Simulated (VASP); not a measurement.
# RuS2 in VASP: single point with PBE

Aim: the single point of RuS2 with PBE.

Everything below comes from runs of VASP 6.6.1. Logs are shortened: lines on timing, memory, paths and dates and some standing lists are left out, and cuts for length are marked.

## 1. The cell of the first run

The cell holds a slab with vacuum, 3 atoms: a = 3.211 Å, b = 11.537 Å, c = 3.230 Å, α = 86.03°, β = 119.81°, γ = 98.00°.

## 2. Single point, PBE

Input file INCAR:

```
SYSTEM = RuS2
ALGO = Normal ; EDIFF = 1E-6
ENCUT = 520 ; GGA = PE
ISIF = 2 ; ISMEAR = -1
LASPH = .True. ; LCHARG = .False.
LREAL = .False. ; LWAVE = .False.
NBANDS = 20 ; NELM = 60
PREC = Accurate ; SIGMA = 0.1
```

Input file KPOINTS:

```
k-points
0
Gamma
  10 10 10
  0 0 0
```

Input file POSCAR:

```
RuS2
1.0
   -3.2114060000      0.0000000000      0.0000000000
    1.6057030000      0.0000000000     11.4248510000
    1.6057030000      2.8021180000      0.0000000000
Ru S
1 2
Direct
    0.0000000000      0.0000000000      0.0000000000
    0.2656300000      0.8632600000      0.6680000000
    0.4023700000      0.1367400000      0.6680000000
```

Potentials or basis: VASP PAW PBE potentials, release 64 (Ru_pv, S).

Launch:

```bash
> cat potpaw_PBE.64/Ru_pv/POTCAR potpaw_PBE.64/S/POTCAR > POTCAR
> mpirun -np 1 vasp_std > vasp.out
```

OUTCAR:

```text
SYSTEM = RuS2
   EDIFF = 1E-6
   ENCUT = 520
   GGA = PE
   ISIF = 2
   ISMEAR = -1
   LASPH = .True.
   LREAL = .False.
   NELM = 60
   PREC = Accurate

 ion  position               nearest neighbor table
   1  0.000  0.000  0.000-   3 2.43   2 2.43   2 2.43   3 2.43   2 2.44   3 2.44
   2  0.266  0.863  0.668-   1 2.43   1 2.43   1 2.44
   3  0.402  0.137  0.668-   1 2.43   1 2.43   1 2.44

  LATTYP: Found a face centered orthorhombic cell.
 ALAT       =     3.2114060000
 B/A-ratio  =     1.7451035465
 C/A-ratio  =     7.1151707383

  Lattice vectors:

 A1 = (  -0.0000000000,   2.8021180000, -11.4248510000)
 A2 = (  -1.6057030000,   0.0000000000, -11.4248510000)
 A3 = (  -1.6057030000,   2.8021180000,   0.0000000000)

Analysis of symmetry for initial positions (statically):
=====================================================================
 Subroutine PRICEL returns:
 Original cell was already a primitive cell.

 Routine SETGRP: Setting up the symmetry group for a
 face centered orthorhombic supercell.

 Subroutine GETGRP returns: Found  4 space group operations
 (whereof  4 operations were pure point group operations)
 out of a pool of  8 trial point group operations.

The static configuration has the point symmetry C_2v.

Analysis of symmetry for dynamics (positions and initial velocities):
=====================================================================
 Subroutine PRICEL returns:
 Original cell was already a primitive cell.

 Routine SETGRP: Setting up the symmetry group for a
 face centered orthorhombic supercell.

 Subroutine GETGRP returns: Found  4 space group operations
 (whereof  4 operations were pure point group operations)
 out of a pool of  8 trial point group operations.

The dynamic configuration has the point symmetry C_2v.

 Subroutine INISYM returns: Found  4 space group operations
 (whereof  4 operations are pure point group operations),
 and found     1 'primitive' translations

----------------------------------------------------------------------------------------

                                     Primitive cell

  volume of cell :     102.8092

  direct lattice vectors                    reciprocal lattice vectors
    -3.211406000  0.000000000  0.000000000    -0.311390089  0.178436454  0.043764247
     1.605703000  0.000000000 11.424851000     0.000000000  0.000000000  0.087528494
     1.605703000  2.802118000  0.000000000     0.000000000  0.356872908  0.000000000

  length of vectors
     3.211406000 11.537135801  3.229573874     0.361550363  0.087528494  0.356872908

  position of ions in fractional coordinates (direct lattice)
     0.000000000  0.000000000  0.000000000
     0.265630000  0.863260000  0.668000000
     0.402370000  0.136740000  0.668000000

  ion indices of the primitive-cell ions
   primitive index   ion index
                 1           1
                 2           2
                 3           3

----------------------------------------------------------------------------------------

 KPOINTS: k-points

Automatic generation of k-mesh.
 Grid dimensions read from file:
 generate k-points for:   10   10   10

 Generating k-lattice:

  Cartesian coordinates                     Fractional coordinates (reciprocal lattice)
    -0.031139009  0.017843645  0.004376425     0.100000000  0.000000000  0.000000000
     0.000000000  0.000000000  0.008752849     0.000000000  0.100000000  0.000000000
     0.000000000  0.035687291  0.000000000     0.000000000  0.000000000  0.100000000

  Length of vectors
     0.036155036  0.008752849  0.035687291

  Shift w.r.t. Gamma in fractional coordinates (k-lattice)
     0.000000000  0.000000000  0.000000000

 Subroutine IBZKPT returns following result:
 ===========================================

 Found    171 irreducible k-points:

 Following reciprocal coordinates:
            Coordinates               Weight
  0.000000  0.000000  0.000000      1.000000
  0.100000 -0.000000 -0.000000      8.000000
  0.200000 -0.000000 -0.000000      8.000000
  0.300000 -0.000000 -0.000000      8.000000
  0.400000 -0.000000 -0.000000      8.000000
  0.500000 -0.000000 -0.000000      4.000000
[... 16 lines left out ...]
  0.000000  0.300000  0.000000      2.000000
  0.100000  0.300000 -0.000000      8.000000
 [... further k-points ...]
   k-points           NKPTS =    171   k-points in BZ     NKDIM =    171   number of bands    NBANDS=     20
   number of dos      NEDOS =    301   number of ions     NIONS =      3
   total plane-waves  NPLWV =  51840
   dimension x,y,z NGX =    24 NGY =   90 NGZ =   24
   dimension x,y,z NGXF=    48 NGYF=  180 NGZF=   48
   ions per type =               1   2
   NGX,Y,Z   is equivalent  to a cutoff of  12.42, 12.97, 12.35 a.u.
   NGXF,Y,Z  is equivalent  to a cutoff of  24.85, 25.94, 24.71 a.u.
 SYSTEM =  RuS2
   PREC   = accura    normal or accurate (medium, high low for compatibility)
   ISTART =      0    job   : 0-new  1-cont  2-samecut
   ICHARG =      2    charge: 1-file 2-atom 10-const
   ISPIN  =      1    spin polarized calculation?
   LNONCOLLINEAR =      F non collinear calculations
   LSORBIT =      F    spin-orbit coupling
   LASPH  =      T    aspherical Exc in radial PAW
   ENCUT  =  520.0 eV  38.22 Ry    6.18 a.u.   5.97 21.45  6.00*2*pi/ulx,y,z
   NELM   =     60;   NELMIN=  2; NELMDL= -5     # of ELM steps
   EDIFF  = 0.1E-05   stopping-criterion for ELM
   LREAL  =      F    real-space projection
   EDIFFG = 0.1E-04   stopping-criterion for IOM
   NSW    =      0    number of steps for IOM
   IBRION =     -1    ionic relax: 0-MD 1-quasi-New 2-CG
   NFREE  =      0    steps in history (QN), initial steepest desc. (CG)
   ISIF   =      2    stress and relaxation
   ISYM   =      2    0-nonsym 1-usesym 2-fastsym
   POTIM  = 0.5000    time-step for ionic-motion
   TEBEG  =    0.0;   TEEND  =   0.0 temperature during run
   PSTRESS=    0.0 pullay stress
   NELECT =      26.0000    total number of electrons
   NUPDOWN=      -1.0000    fix difference up-down
   EMIN   =  10.00;   EMAX   =-10.00  energy-range for DOS
   EFERMI =   0.00;   METHOD = LEGACY
   ISMEAR =    -1;   SIGMA  =   0.10  broadening in eV -4-tet -1-fermi 0-gaus
   EFERMI_NEDOS =   21; number of points for ismear=-14 and -15
   IALGO  =     38    algorithm
   IMIX   =      4    mixing-type and parameters
     AMIX     =   0.40;   BMIX     =  1.00
     AMIX_MAG =   1.60;   BMIX_MAG =  1.00
  volume/ion in A,a.u.               =      34.27       231.26
  Fermi-wavevector in a.u.,A,eV,Ry     =   1.035274  1.956384 14.582613  1.071792
  Thomas-Fermi vector in A             =   2.169609
   LORBIT       =      0    0 simple, 1 ext, 2 COOP (PROOUT), +10 PAW based schemes
   GGA     = PE    functional components
   LHFCALC =     F    Hartree Fock is set to
   AEXX    =    0.0000 exact exchange contribution
   IVDW    =     0    specifies the selected vdW correction
   LEPSILON=     F    determine dielectric tensor
   LRPA    =     F    only Hartree local field effects (RPA)
 non-spin polarized calculation
  energy-cutoff  :      520.00
  volume of cell :      102.81
 maximum number of plane-waves:      2802
   NGX = 11   NGY = 43   NGZ = 13

 number of electron      26.0000006 magnetization

 Free energy of the ion-electron system (eV)
  ---------------------------------------------------
  ext. energy  EPLUGINS =         0.00000000
  ---------------------------------------------------
  free energy    TOTEN  =       -17.68246151 eV

  energy without entropy =      -17.54409786  energy(sigma->0) =      -17.61327969

 E-fermi :   1.5555     XC(G=0):  -6.5258

 val. band max:        1.5372363124   @ k =  -0.3000  -0.4000   0.1000
 cond. band min:       1.5838469427   @ k =   0.1000  -0.0000   0.4000
 fundamental gap:      0.0466106303
 Fermi energy:         1.5555125408

 k-point     1 :       0.0000    0.0000    0.0000
  band No.  band energies     occupation
      1     -42.0046      2.00000
      2     -41.7832      2.00000
      3     -41.7731      2.00000
      4     -13.5164      2.00000
      5     -12.3852      2.00000
      6      -4.9911      2.00000
[... 12 lines left out ...]
     19       7.1946      0.00000
     20       9.3438      0.00000

 k-point     2 :       0.1000   -0.0000   -0.0000
  band No.  band energies     occupation
      1     -42.0025      2.00000
      2     -41.7949      2.00000
      3     -41.7774      2.00000
      4     -13.3856      2.00000
      5     -12.3116      2.00000
      6      -4.8463      2.00000
[... 12 lines left out ...]
     19       7.5001      0.00000
     20       9.8813      0.00000

 k-point     3 :       0.2000   -0.0000   -0.0000
  band No.  band energies     occupation
      1     -41.9970      2.00000
      2     -41.8277      2.00000
      3     -41.7863      2.00000
      4     -13.0199      2.00000
      5     -12.1074      2.00000
      6      -4.5159      2.00000
[... 12 lines left out ...]
     19       8.3833      0.00000
     20       9.6715      0.00000

 k-point     4 :       0.3000   -0.0000   -0.0000
  band No.  band energies     occupation
      1     -41.9902      2.00000
      2     -41.8687      2.00000
      3     -41.7966      2.00000
      4     -12.5074      2.00000
      5     -11.8262      2.00000
      6      -4.5051      2.00000
[... 12 lines left out ...]
     19       8.2402      0.00000
     20       9.0336      0.00000

 k-point     5 :       0.4000   -0.0000   -0.0000
  band No.  band energies     occupation
      1     -41.9847      2.00000
      2     -41.9017      2.00000
      3     -41.8048      2.00000
      4     -12.0212      2.00000
      5     -11.5682      2.00000
      6      -4.9695      2.00000
[... 12 lines left out ...]
     19       8.2286      0.00000
     20       8.7951      0.00000
[... 353 lines left out ...]
      6      -5.2107      2.00000
[... 12 lines left out ...]
     19       8.2732      0.00000
     20       9.0007      0.00000

 k-point    22 :      -0.4000    0.2000    0.0000
  band No.  band energies     occupation
      1     -41.9847      2.00000
      2     -41.9017      2.00000
      3     -41.8048      2.00000
      4     -12.0212      2.00000
      5     -11.5682      2.00000
      6      -4.9695      2.00000
[... 12 lines left out ...]
     19       8.2340      0.00000
     20       9.0919      0.00000

 k-point    23 :       0.0000    0.3000    0.0000
  band No.  band energies     occupation
      1     -42.0047      2.00000
      2     -41.7832      2.00000
      3     -41.7731      2.00000
      4     -13.5164      2.00000
      5     -12.3852      2.00000
      6      -4.9909      2.00000
[... 12 lines left out ...]
     19       7.4219      0.00000
     20       9.3236      0.00000

 k-point    24 :       0.1000    0.3000   -0.0000
  band No.  band energies     occupation
      1     -42.0025      2.00000
      2     -41.7949      2.00000
      3     -41.7774      2.00000
      4     -13.3856      2.00000
      5     -12.3116      2.00000
      6      -4.8461      2.00000
[... 12 lines left out ...]
     19       7.8063      0.00000
     20       9.9317      0.00000

 [... further k-points ...]

------------------------ aborting loop because EDIFF is reached ----------------------------------------

  FORCE on cell =-STRESS in cart. coord.  units (eV):
  Direction    XX          YY          ZZ          XY          YZ          ZX
  --------------------------------------------------------------------------------------
  -------------------------------------------------------------------------------------
  Total       -0.4476225     -0.6088856     -3.8368484      0.0000000      0.0000000      0.0000000
  in kB       -6.9757408     -9.4888610    -59.7933724      0.0000000      0.0000000      0.0000000
  external PRESSURE =     -25.4193247 kB  Pullay stress =       0.0000000 kB

 VOLUME and BASIS-vectors are now :
 -----------------------------------------------------------------------------
  energy-cutoff  :      520.00
  volume of cell :      102.81
      direct lattice vectors                 reciprocal lattice vectors
    -3.211406000  0.000000000  0.000000000    -0.311390089  0.178436454  0.043764247
     1.605703000  0.000000000 11.424851000     0.000000000  0.000000000  0.087528494
     1.605703000  2.802118000  0.000000000     0.000000000  0.356872908  0.000000000

 POSITION                                       TOTAL-FORCE (eV/Angst)
 -----------------------------------------------------------------------------------
      0.00000      0.00000      0.00000         0.000000      0.098079      0.000000
      1.60570      1.87181      9.86262         0.000000     -0.049039      1.218834
      0.00000      1.87181      1.56223        -0.000000     -0.049039     -1.218834
 -----------------------------------------------------------------------------------
    total drift:                               -0.000000     -0.000051      0.000000

  FREE ENERGIE OF THE ION-ELECTRON SYSTEM (eV)
  ---------------------------------------------------
  free  energy   TOTEN  =       -17.6824615135 eV

  energy  without entropy=      -17.5440978631  energy(sigma->0) =      -17.61327969
```

Run time: 6.9 min. Hardware: 1 thread of AMD EPYC 7R13 (Zen 3), shared host; peak memory 0.42 GiB.

What came out:

```yaml
Free_energy: -17.6825 eV
Largest_force: 1.220 eV/Å
Band_gap_on_the_k_mesh: zero (bands 13 and 14 overlap by 0.93 eV)
```

Forces in eV/Å, atoms in the order of the input:
```
Ru   0.000  0.098  0.000
S    0.000 -0.049  1.219
S    0.000 -0.049 -1.219
```

Caveat: there is no dipole correction, which matters where the two faces differ.

The gap in the log of VASP goes by the Fermi energy; the results here count the filled bands.